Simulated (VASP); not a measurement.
The system is BeS.

```
Be S
1.0
     0.00000    2.43431    2.43431
     2.41848    0.00000    2.43431
     2.41848    2.43431    0.00000
Be S
1 1
Direct
  0.00000 0.00000 0.00000
  0.25000 0.25000 0.25000
```

This cell differs from its parent crystal: uniaxial x strain -0.7%.

Program: VASP 6.6.1. Alike in all runs: task single point; potentials or basis VASP PAW PBE potentials, release 64 (Be, S); no spin polarisation; cell as given; cutoff (eV) 520.

Order these runs on this cell by their band gap on the k mesh, lowest first.
A. level HSE06; k mesh 6 × 6 × 6; smearing gaussian 0.01 eV; grid for exact exchange (PRECFOCK) Normal; screening parameter 0.2079 1/Å
B. level PBE; k mesh 10 × 10 × 10; smearing fermi-dirac 0.02 eV
C. level r2SCAN; k mesh 10 × 10 × 10; smearing gaussian 0.01 eV

B (3.07 eV), C (3.53 eV), A (4.00 eV).

A k mesh can miss the band edges.
